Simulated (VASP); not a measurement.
**CsBe3Cr: single point with LDA**

The system is CsBe3Cr.

```xyz
10
Lattice="3.1323 5.4253 0.0000 -3.1323 5.4253 0.0000 0.0000 0.0000 5.3713" Properties=species:S:1:pos:R:3 pbc="T T T"
Be   -1.6156    4.5496    1.4583
Be   -1.6156    6.3009    4.1439
Be    0.0000    1.7513    1.4583
Be    1.6156    6.3009    4.1439
Be    1.6156    4.5496    1.4583
Be    0.0000    9.0993    4.1439
Cr    0.0000    0.0000    5.3466
Cr    0.0000    0.0000    2.6609
Cs   -0.0003    3.6170    4.0285
Cs   -0.0003    7.2335    1.3428
```

| Item | Value |
| --- | --- |
| Program | VASP 6.6.1 |
| Task | single point |
| Functional | LDA |
| Potentials or basis | VASP PAW LDA potentials, release 64 (Be, Cr_pv, Cs_sv) |
| Cutoff | 520 eV |
| k mesh | 6 × 6 × 6 |
| Occupations | fermi-dirac, width 0.1 eV |
| Spin | no spin polarisation |
| Dipole correction | no |
| Further INCAR settings | ALGO = Normal; EDIFF = 1e-07; NBANDS = 38 |

```
Pressure               : 3.5 GPa
Largest force          : 1.394 eV/Å
Band gap on the k mesh : zero (bands 27 and 28 overlap by 0.52 eV)
```

Forces in eV/Å, atoms in the order of the input:
```
Be   0.133 -0.077 -0.605
Be   0.133  0.077 -0.605
Be  -0.001  0.154 -0.605
Be  -0.133  0.077 -0.605
Be  -0.133 -0.077 -0.605
Be  -0.001 -0.154 -0.605
Cr   0.000  0.000  1.394
Cr   0.000  0.000  1.394
Cs   0.001 -0.001  0.420
Cs   0.001  0.001  0.420
```

Stress tensor (GPa, compression positive):
```
4.82 0.00 0.00
0.00 4.82 0.00
0.00 0.00 0.85
```

Levels at points of the mesh, in eV from the Fermi level:
```tsv
k point	band 25	band 26	band 27	band 28	band 29	band 30
(0.00, 0.00, 0.00)	-0.30	-0.30	-0.16	0.23	1.02	1.02
(0.50, 0.00, 0.00)	-0.46	-0.05	-0.03	0.08	0.32	1.22
(0.50, 0.50, 0.00)	-0.46	-0.05	-0.03	0.08	0.32	1.22
(0.00, 0.00, 0.50)	-0.34	-0.34	0.34	0.34	0.35	0.35
(0.50, 0.00, 0.50)	-0.42	-0.42	-0.18	-0.18	0.43	0.43
(0.50, 0.50, 0.50)	-0.42	-0.42	-0.18	-0.18	0.43	0.43
```

Run time: 7.7 min on 1 thread of Intel(R) Xeon(R) Platinum 8259CL CPU @ 2.50GHz (Skylake/Cascade Lake), with other jobs on the host, peak memory 0.51 GiB.

Caveat: the cell stands under pressure; spin-orbit coupling is left out, which moves the levels of the heavy elements; the run has no spin polarisation, though such a crystal can be magnetic; forces of over 1 eV/Å act on the atoms, so gaps and moduli don't describe the material at rest. Spin polarisation is off, so any magnetic state and its effect on volume and gap are missing.
